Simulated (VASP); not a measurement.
# InSb (I-4m2) in VASP: notebook, part 2 of 2

VASP 6.6.1. The steps go on from the part before.

## Step 4: Single point, PBE (strain +0.030 along x and y, -0.015 along z)

File INCAR:

```
SYSTEM = InSb
  PREC = Accurate
  ENCUT = 520
  EDIFF = 1E-6
  ISMEAR = 0
  SIGMA = 0.15
  LREAL = .False.
  LASPH = .True.
  NELM = 60
  ALGO = Normal
  ISIF = 2
  LWAVE = .False.
  LCHARG = .True.
  GGA = PE
  LELF = .True.
  LVHAR = .True.
  NBANDS = 16
```

File KPOINTS:

```
Automatic mesh
0
Gamma
  12 12 12
  0 0 0
```

File POSCAR:

```
InSb
1.0
    0.0000000000      3.3362730000      3.1905135000
    3.3362730000      0.0000000000      3.1905135000
    3.3362730000      3.3362730000      0.0000000000
In Sb
1 1
Direct
    0.0000000000      0.0000000000      0.0000000000
    0.7500000000      0.7500000000      0.7500000000
```

Potentials or basis: VASP PAW PBE potentials, release 64 (In_d, Sb).

Command:

```bash
$ cat potpaw_PBE.64/In_d/POTCAR potpaw_PBE.64/Sb/POTCAR > POTCAR
$ mpirun -np 1 vasp_std > vasp.out
```

OUTCAR:

```text
SYSTEM = InSb
   PREC = Accurate
   ENCUT = 520
   EDIFF = 1E-6
   ISMEAR = 0
   LREAL = .False.
   LASPH = .True.
   NELM = 60
   ISIF = 2
   GGA = PE

 ion  position               nearest neighbor table
   1  0.000  0.000  0.000-   2 2.85   2 2.85   2 2.85   2 2.85
   2  0.750  0.750  0.750-   1 2.85   1 2.85   1 2.85   1 2.85

  LATTYP: Found a body centered tetragonal cell.
 ALAT       =     4.7182025244
 C/A-ratio  =     1.3524275329

  Lattice vectors:

 A1 = (   0.0000000000,  -3.3362730000,  -3.1905135000)
 A2 = (   0.0000000000,   3.3362730000,  -3.1905135000)
 A3 = (   3.3362730000,   0.0000000000,   3.1905135000)

Analysis of symmetry for initial positions (statically):
=====================================================================
 Subroutine PRICEL returns:
 Original cell was already a primitive cell.

 Routine SETGRP: Setting up the symmetry group for a
 body centered tetragonal supercell.

 Subroutine GETGRP returns: Found  8 space group operations
 (whereof  8 operations were pure point group operations)
 out of a pool of 16 trial point group operations.

The static configuration has the point symmetry D_2d.

Analysis of symmetry for dynamics (positions and initial velocities):
=====================================================================
 Subroutine PRICEL returns:
 Original cell was already a primitive cell.

 Routine SETGRP: Setting up the symmetry group for a
 body centered tetragonal supercell.

 Subroutine GETGRP returns: Found  8 space group operations
 (whereof  8 operations were pure point group operations)
 out of a pool of 16 trial point group operations.

The dynamic configuration has the point symmetry D_2d.

 Subroutine INISYM returns: Found  8 space group operations
 (whereof  8 operations are pure point group operations),
 and found     1 'primitive' translations

----------------------------------------------------------------------------------------

                                     Primitive cell

[... 111 lines left out ...]
  volume/ion in A,a.u.               =      35.51       239.65
  Fermi-wavevector in a.u.,A,eV,Ry     =   1.036003  1.957762 14.603168  1.073303
  Thomas-Fermi vector in A             =   2.170373
   LORBIT       =      0    0 simple, 1 ext, 2 COOP (PROOUT), +10 PAW based schemes
   GGA     = PE    functional components
   LHFCALC =     F    Hartree Fock is set to
   AEXX    =    0.0000 exact exchange contribution
   IVDW    =     0    specifies the selected vdW correction
   LEPSILON=     F    determine dielectric tensor
   LRPA    =     F    only Hartree local field effects (RPA)
 non-spin polarized calculation
 Gauss-broadening in eV      SIGMA  =   0.15
  energy-cutoff  :      520.00
  volume of cell :       71.03
 maximum number of plane-waves:      1928
 NGX is ok and might be reduce to    36
   NGX = 17   NGY = 17   NGZ = 17

 number of electron      18.0000003 magnetization

 Free energy of the ion-electron system (eV)
  ---------------------------------------------------
  ext. energy  EPLUGINS =         0.00000000
  ---------------------------------------------------
  free energy    TOTEN  =        -6.93930004 eV

  energy without entropy =       -6.93907743  energy(sigma->0) =       -6.93918874

 E-fermi :   4.8086     XC(G=0):  -8.5024

 val. band max:        4.7860851540   @ k =   0.0000   0.0000   0.0000
 cond. band min:       5.0990481494   @ k =   0.5000   0.0000   0.0000
 fundamental gap:      0.3129629954
 Fermi energy:         4.8086315222

 k-point     1 :       0.0000    0.0000    0.0000
  band No.  band energies     occupation
      1      -9.8665      2.00000
      2      -9.8665      2.00000
      3      -9.8572      2.00000
      4      -9.7944      2.00000
      5      -9.7865      2.00000
      6      -5.7904      2.00000
[... 433 lines left out ...]
      3      -9.8422      2.00000
      4      -9.7970      2.00000
      5      -9.7837      2.00000
      6      -4.3868      2.00000
[... 8 lines left out ...]
     15      12.8504      0.00000
     16      13.2956      0.00000

 [... further k-points ...]

------------------------ aborting loop because EDIFF is reached ----------------------------------------

  FORCE on cell =-STRESS in cart. coord.  units (eV):
  Direction    XX          YY          ZZ          XY          YZ          ZX
  --------------------------------------------------------------------------------------
  -------------------------------------------------------------------------------------
  Total        0.3027605      0.3027605      0.7783451      0.0000000      0.0000000      0.0000000
  in kB        6.8296124      6.8296124     17.5577574      0.0000000      0.0000000      0.0000000
  external PRESSURE =      10.4056607 kB  Pullay stress =       0.0000000 kB

 VOLUME and BASIS-vectors are now :
 -----------------------------------------------------------------------------
  energy-cutoff  :      520.00
  volume of cell :       71.03
      direct lattice vectors                 reciprocal lattice vectors
     0.000000000  3.336273000  3.190513500    -0.149867832  0.149867832  0.156714585
     3.336273000  0.000000000  3.190513500     0.149867832 -0.149867832  0.156714585
     3.336273000  3.336273000  0.000000000     0.149867832  0.149867832 -0.156714585

 POSITION                                       TOTAL-FORCE (eV/Angst)
 -----------------------------------------------------------------------------------
      0.00000      0.00000      0.00000         0.000000      0.000000      0.000000
      5.00441      5.00441      4.78577        -0.000000     -0.000000     -0.000000
 -----------------------------------------------------------------------------------
    total drift:                                0.000000      0.000000      0.000000

  FREE ENERGIE OF THE ION-ELECTRON SYSTEM (eV)
  ---------------------------------------------------
  free  energy   TOTEN  =        -6.9393000425 eV

  energy  without entropy=       -6.9390774282  energy(sigma->0) =       -6.93918874
```

stdout:

```text
POSCAR found type information on POSCAR InSb
 POSCAR found :  2 types and       2 ions
 scaLAPACK will be used
 LDA part: xc-table for (Slater+PW92), standard interpolation
 POSCAR, INCAR and KPOINTS ok, starting setup
 FFT: planning ... GRIDC
 FFT: planning ... GRID_SOFT
 FFT: planning ... GRID
 WAVECAR not read
 entering main loop
```

Wall time 2.5 min (1 thread of Intel Xeon Platinum 8259CL at 2.50GHz (Skylake/Cascade Lake), shared host); peak memory 0.34 GiB.

Results:

```yaml
Free_energy: -6.9393 eV
Pressure: 1.0 GPa
```

Stress tensor (GPa, compression positive):
```
0.68 0.00 0.00
0.00 0.68 0.00
0.00 0.00 1.76
```

Levels at points of the mesh, in eV from the Fermi level:
```
           k point  band 6  band 7  band 8  band 9  band 10  band 11  band 12  band 13
(0.00, 0.00, 0.00)  -10.60   -0.60   -0.22   -0.22    -0.02     2.75     2.85     2.85
(0.50, 0.00, 0.00)   -9.34   -5.57   -1.23   -0.96     0.29     3.55     3.78     5.98
(0.50, 0.50, 0.00)   -8.71   -5.76   -2.42   -2.42     0.99     1.14     7.76     7.76
(0.50, 0.00, 0.50)   -8.82   -5.94   -2.21   -2.18     1.30     1.34     7.58     7.73
```

Caveat: the cell differs from its parent crystal (strain +0.030 along x and y, -0.015 along z); spin-orbit coupling is left out, which moves the levels of the heavy elements.

## Step 5: Single point, PBE (strain +0.030 along x and y, +0.000 along z)

File INCAR:

```
SYSTEM = InSb
PREC = Accurate
ENCUT = 520
EDIFF = 1E-7
ISMEAR = 0
SIGMA = 0.15
LREAL = .False.
LASPH = .True.
NELM = 80
ALGO = Normal
ISIF = 2
LWAVE = .False.
LCHARG = .True.
GGA = PE
LELF = .True.
LVHAR = .True.
NBANDS = 16
```

File KPOINTS:

```
regular mesh
0
Gamma
  12 12 12
  0 0 0
```

File POSCAR:

```
InSb
1.0
    0.0000000000      3.3362730000      3.2391000000
    3.3362730000      0.0000000000      3.2391000000
    3.3362730000      3.3362730000      0.0000000000
In Sb
1 1
Direct
    0.0000000000      0.0000000000      0.0000000000
    0.7500000000      0.7500000000      0.7500000000
```

Command:

```bash
$ cat potpaw_PBE.64/In_d/POTCAR potpaw_PBE.64/Sb/POTCAR > POTCAR
$ mpirun -np 1 vasp_std > vasp.out
```

Run time: 2.8 min. Hardware: 1 thread of Intel Xeon Platinum 8259CL at 2.50GHz (Skylake/Cascade Lake), shared host; peak memory 0.34 GiB.

It converged, with:

```
Free energy : -6.9486 eV
Pressure    : 0.4 GPa
```

Stress tensor (GPa, compression positive):
```
0.20 0.00 0.00
0.00 0.20 0.00
0.00 0.00 0.94
```

Levels at points of the mesh, in eV from the Fermi level:
| k point | band 6 | band 7 | band 8 | band 9 | band 10 | band 11 | band 12 | band 13 |
| --- | --- | --- | --- | --- | --- | --- | --- | --- |
| (0.00, 0.00, 0.00) | -10.49 | -0.66 | -0.18 | -0.18 | -0.05 | 2.79 | 2.86 | 2.86 |
| (0.50, 0.00, 0.00) | -9.27 | -5.49 | -1.14 | -0.97 | 0.29 | 3.60 | 3.74 | 5.99 |
| (0.50, 0.50, 0.00) | -8.69 | -5.73 | -2.30 | -2.30 | 1.08 | 1.22 | 7.68 | 7.68 |
| (0.50, 0.00, 0.50) | -8.76 | -5.85 | -2.17 | -2.15 | 1.29 | 1.36 | 7.58 | 7.68 |

Caveat: the cell differs from its parent crystal (strain +0.030 along x and y, +0.000 along z); spin-orbit coupling is left out, which moves the levels of the heavy elements.

## Step 6: Overview

| cell | pressure (GPa) |
| --- | --- |
| a = 4.581, b = 4.581, c = 4.649 Å, angles 59.5, 59.5, 61.0°, 2 atoms | 2.4 |
| a = 4.583, b = 4.583, c = 4.718 Å, angles 59.0, 59.0, 62.0°, 2 atoms | 1.7 |
| a = 4.616, b = 4.616, c = 4.718 Å, angles 59.3, 59.3, 61.5°, 2 atoms | 1.0 |
| a = 4.650, b = 4.650, c = 4.718 Å, angles 59.5, 59.5, 61.0°, 2 atoms | 0.4 |

Alike in all rows: task single point; level PBE; potentials or basis VASP PAW PBE potentials, release 64 (In_d, Sb); no spin polarisation; k mesh 12 × 12 × 12; cutoff (eV) 520; smearing gaussian 0.15 eV.

Caveats: spin-orbit coupling is left out, which moves the levels of the heavy elements.

Absolute energies hang on the potentials; compare differences alone.
